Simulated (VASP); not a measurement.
# SnO in VASP: notebook, part 2 of 2

VASP 6.6.1. The steps go on from the part before.

**3. Single point, PBE+D3(BJ) (a layer taken out of the bulk)**

Contents of INCAR:

```
SYSTEM = SnO
ALGO     = Normal         ! electronic algorithm
DIPOL    = 0.5 0.5 0.500
EDIFF    = 1E-6           ! SCF threshold, eV
ENCUT    = 520            ! plane-wave cutoff, eV
GGA      = PE             ! functional
IDIPOL   = 3            
ISIF     = 2              ! what is computed and relaxed
ISMEAR   = 0              ! smearing method
IVDW     = 12             ! dispersion correction
LASPH    = .TRUE.         ! aspherical terms in the spheres
LCHARG   = .TRUE.         ! write CHGCAR
LDIPOL   = .TRUE.       
LELF     = .TRUE.         ! ELF
LREAL    = .FALSE.        ! projectors in reciprocal space
LVACPOTAV= .TRUE.       
LVHAR    = .TRUE.       
LWAVE    = .FALSE.        ! write WAVECAR
NBANDS   = 28             ! bands
NELM     = 100            ! most SCF steps
PREC     = Accurate       ! precision mode
SIGMA    = 0.1            ! smearing width, eV
```

Contents of KPOINTS:

```
k-points
0
G
  6 6 1
  0 0 0
```

Contents of POSCAR:

```
SnO
1.0
    3.8363721119      0.0000000000      0.0000000000
    0.0000000000      3.8363721119      0.0000000000
    0.0000000000      0.0000000000     30.6319093377
Sn O
2 2
Direct
    0.5000000000      0.0000000000      0.4621970240
    0.0000000000      0.5000000000      0.5378029760
    0.0000000000      0.0000000000      0.5000000000
    0.5000000000      0.5000000000      0.5000000000
```

Potentials or basis: VASP PAW PBE potentials, release 64 (Sn_d, O).

Command:

```sh
> cat potpaw_PBE.64/Sn_d/POTCAR potpaw_PBE.64/O/POTCAR > POTCAR
> mpirun -np 1 vasp_std > vasp.out
```

Run time: 6.5 min. Hardware: 1 thread of AMD EPYC 7R13, shared host; peak memory 0.52 GiB.

Results (log left out):

- Free energy: -23.1163 eV
- Largest force: 0.427 eV/Å
- Band gap on the k mesh: 2.97 eV (least direct gap 3.01 eV)
- Dispersion energy per atom: -0.136 eV

Forces on the atoms (eV/Å):
```
Sn   0.000  0.000 -0.427
Sn   0.000  0.000  0.427
O    0.000  0.000  0.000
O    0.000  0.000  0.000
```

Levels at points of the mesh, in eV from the valence-band top:
```
           k point  band 18  band 19  band 20  band 21  band 22  band 23
(0.00, 0.00, 0.00)    -1.87    -1.87    -0.04     2.97     3.00     5.18
(0.50, 0.00, 0.00)    -3.48    -0.53    -0.53     3.23     3.23     5.69
(0.50, 0.50, 0.00)    -1.21    -0.68    -0.68     3.13     3.13     5.25
```

Caveat: the cell differs from its parent crystal (a layer taken out of the bulk); spin-orbit coupling is left out, which moves the levels of the heavy elements.

**4. Single point, PBE+D3(BJ) (a layer taken out of the bulk)**

Contents of INCAR:

```
ALGO = Normal ; DIPOL = 0.5 0.5 0.500
EDIFF = 1E-6 ; ENCUT = 520
GGA = PE ; IDIPOL = 3
ISIF = 2 ; ISMEAR = 0
IVDW = 12 ; LASPH = True
LCHARG = False ; LDIPOL = True
LREAL = False ; LWAVE = False
NBANDS = 28 ; NELM = 100
PREC = Accurate ; SIGMA = 0.02
```

Contents of KPOINTS:

```
k-points
0
Gamma
  6 6 1
```

POSCAR is that of step 3.

Potentials or basis: VASP PAW PBE potentials, release 64 (Sn_d, O).

Command:

```sh
> cat potpaw_PBE.64/Sn_d/POTCAR potpaw_PBE.64/O/POTCAR > POTCAR
> mpirun -np 1 vasp_std > vasp.out
```

OUTCAR:

```text
EDIFF = 1E-6
   ENCUT = 520
   GGA = PE
   ISIF = 2
   ISMEAR = 0
   IVDW = 12
   LASPH = True
   LREAL = False
   NELM = 100
   PREC = Accurate
 IVDW          = 12

 ion  position               nearest neighbor table
   1  0.500  0.000  0.462-   3 2.24   4 2.24   4 2.24   3 2.24   2 3.57   2 3.57   2 3.57   2 3.57

   2  0.000  0.500  0.538-   3 2.24   4 2.24   3 2.24   4 2.24   1 3.57   1 3.57   1 3.57   1 3.57

   3  0.000  0.000  0.500-   1 2.24   2 2.24   2 2.24   1 2.24
   4  0.500  0.500  0.500-   1 2.24   2 2.24   1 2.24   2 2.24

[... 508 lines left out ...]
  -------------------------------------------------------------------------------------
  Total       0.25114     0.25114     0.92205     0.00000     0.00000     0.00000
  in kB       0.89251     0.89251     3.27681     0.00000     0.00000     0.00000
  external pressure =        1.69 kB  Pullay stress =        0.00 kB

 VOLUME and BASIS-vectors are now :
 -----------------------------------------------------------------------------
  energy-cutoff  :      520.00
  volume of cell :      450.83
      direct lattice vectors                 reciprocal lattice vectors
     3.836372112  0.000000000  0.000000000     0.260662931  0.000000000  0.000000000
     0.000000000  3.836372112  0.000000000     0.000000000  0.260662931  0.000000000
     0.000000000  0.000000000 30.631909338     0.000000000  0.000000000  0.032645696

 POSITION                                       TOTAL-FORCE (eV/Angst)
 -----------------------------------------------------------------------------------
      1.91819      0.00000     14.15798        -0.000000      0.000000     -0.427248
      0.00000      1.91819     16.47393         0.000000      0.000000      0.427248
      0.00000      0.00000     15.31595         0.000000      0.000000      0.000000
      1.91819      1.91819     15.31595         0.000000      0.000000      0.000000
 -----------------------------------------------------------------------------------
    total drift:                                0.000000      0.000000      0.000000

  FREE ENERGIE OF THE ION-ELECTRON SYSTEM (eV)
  ---------------------------------------------------
  free  energy   TOTEN  =       -23.1162797434 eV

  energy  without entropy=      -23.1162797434  energy(sigma->0) =      -23.11627974

 vacuum level on the upper side and lower side of the slab         1.776         1.776
```

OSZICAR:

```text
N       E                     dE             d eps       ncg     rms          rms(c)
DAV:   1     0.336288088813E+03    0.33629E+03   -0.17875E+04   672   0.115E+03
DAV:   2     0.371854318556E+02   -0.29910E+03   -0.28926E+03   724   0.277E+02
DAV:   3    -0.241198251148E+02   -0.61305E+02   -0.60806E+02   728   0.140E+02
[... 15 lines left out ...]
DAV:  19    -0.225707238310E+02   -0.43993E-05   -0.38517E-07   536   0.368E-03    0.172E-03
DAV:  20    -0.225707291584E+02   -0.53274E-05   -0.28455E-07   472   0.540E-03    0.287E-04
DAV:  21    -0.225707315259E+02   -0.23675E-05   -0.10318E-07   500   0.142E-03    0.242E-04
DAV:  22    -0.225707326578E+02   -0.11319E-05   -0.16583E-08   512   0.955E-04    0.204E-04
DAV:  23    -0.225707335957E+02   -0.93790E-06   -0.10927E-08   472   0.540E-04
   1 F= -.23116280E+02 E0= -.23116280E+02  d E =-.141594E-13
```

Wall time 6.4 min (1 thread of AMD EPYC 7R13, shared host); peak memory 0.52 GiB.

Results:

| Quantity | Value |
| --- | --- |
| Free energy | -23.1163 eV |
| Largest force | 0.427 eV/Å |
| Band gap on the k mesh | 2.97 eV (least direct gap 3.01 eV) |
| Dispersion energy per atom | -0.136 eV |

Forces on the atoms (eV/Å):
```
Sn   0.000  0.000 -0.427
Sn   0.000  0.000  0.427
O    0.000  0.000  0.000
O    0.000  0.000  0.000
```

Levels at points of the mesh, in eV from the valence-band top:
| k point | band 16 | band 17 | band 18 | band 19 | band 20 | band 21 | band 22 | band 23 | band 24 | band 25 |
| --- | --- | --- | --- | --- | --- | --- | --- | --- | --- | --- |
| (0.00, 0.00, 0.00) | -3.70 | -2.18 | -1.87 | -1.87 | -0.04 | 2.97 | 3.00 | 5.18 | 5.25 | 5.54 |
| (0.50, 0.00, 0.00) | -3.81 | -3.48 | -3.48 | -0.53 | -0.53 | 3.23 | 3.23 | 5.69 | 5.69 | 7.22 |
| (0.50, 0.50, 0.00) | -3.94 | -1.21 | -1.21 | -0.68 | -0.68 | 3.13 | 3.13 | 5.25 | 5.25 | 6.55 |

Caveat: the cell differs from its parent crystal (a layer taken out of the bulk); spin-orbit coupling is left out, which moves the levels of the heavy elements.

**5. The runs side by side**

```csv
cell,smearing,gap on the mesh (eV),largest force (eV/Å)
"a = 3.820, b = 3.820, c = 30.632 Å, 4 atoms, atomic positions A",gaussian 0.02 eV,3.09,0.10
"a = 3.836, b = 3.836, c = 30.632 Å, 4 atoms, atomic positions B",gaussian 0.1 eV,2.97,0.43
"a = 3.836, b = 3.836, c = 30.632 Å, 4 atoms, atomic positions B",gaussian 0.02 eV,2.97,0.43
```

Alike in all rows: task single point; level PBE+D3(BJ); potentials or basis VASP PAW PBE potentials, release 64 (Sn_d, O); no spin polarisation; k mesh 6 × 6 × 1; cutoff (eV) 520.

Caveats: spin-orbit coupling is left out, which moves the levels of the heavy elements.

Absolute energies hang on the potentials; compare differences alone.
